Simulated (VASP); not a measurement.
Wanted: the native input for a VASP 6.6.1 run.

| Item | Value |
| --- | --- |
| Task | single point |
| Functional | r2SCAN |
| Potentials or basis | VASP PAW PBE potentials, release 64 (Br, I, K_sv) |
| Cutoff | 520 eV |
| k mesh | 6 × 6 × 6 |
| Occupations | gaussian, width 0.01 eV |
| Spin | no spin polarisation |
| Dipole correction | no |
| Further INCAR settings | ALGO = Normal; EDIFF = 1e-06; NBANDS = 24 |

Crystal: K2IBr.

```
Br I K
1.0
     2.41827    1.39619    7.91989
    -2.41827    1.39619    7.91989
     0.00000   -2.79238    7.91989
Br I K
1 1 2
Direct
  0.00000 0.00000 0.00000
  0.50000 0.50000 0.50000
  0.25590 0.25590 0.25590
  0.74410 0.74410 0.74410
```

These files were run (other wordings do the same):

POSCAR

```
K2IBr
1.0
    2.4182725708      1.3961903197      7.9198857774
   -2.4182725708      1.3961903197      7.9198857774
    0.0000000000     -2.7923806394      7.9198857774
Br I K
1 1 2
Direct
    1.0000000000      0.0000000000      0.0000000000
    0.5000000000      0.5000000000      0.5000000000
    0.2558971245      0.2558971245      0.2558971245
    0.7441028755      0.7441028755      0.7441028755
```

INCAR.step1

```
  PREC = Accurate
  ENCUT = 520
  ISMEAR = 0
  SIGMA = 0.01
  LREAL = False
  LASPH = True
  NELM = 80
  NBANDS = 24
  GGA = PE
  ALGO = Normal
  EDIFF = 1E-4
  LWAVE = True
  LCHARG = False
```

INCAR.step2

```
  PREC = Accurate
  ENCUT = 520
  EDIFF = 1E-6
  ISMEAR = 0
  SIGMA = 0.01
  LREAL = False
  LASPH = True
  NELM = 80
  ALGO = Normal
  ISIF = 2
  LWAVE = False
  LCHARG = False
  METAGGA = R2SCAN
  LMIXTAU = True
  NBANDS = 24
  ISTART = 1
```

KPOINTS

```
Automatic mesh
0
Gamma
  6 6 6
```

Potentials or basis: VASP PAW PBE potentials, release 64 (Br, I, K_sv).

Launch:

```console
$ cat potpaw_PBE.64/Br/POTCAR potpaw_PBE.64/I/POTCAR potpaw_PBE.64/K_sv/POTCAR > POTCAR
$ cp INCAR.step1 INCAR
$ mpirun -np 1 vasp_std > vasp.out
$ cp INCAR.step2 INCAR
$ mpirun -np 1 vasp_std > vasp.out
```

It gave:

```yaml
Pressure: 0.0 GPa
Band_gap_on_the_k_mesh: 4.44 eV
```

Caveat: the PAW data sets were made with another functional, which shifts forces and pressure a little; spin-orbit coupling is left out, which moves the levels of the heavy elements.

Wall time 27 min on 1 thread of Intel(R) Xeon(R) Platinum 8259CL CPU @ 2.50GHz (Skylake/Cascade Lake), with other jobs on the host, peak memory 0.7 GiB.
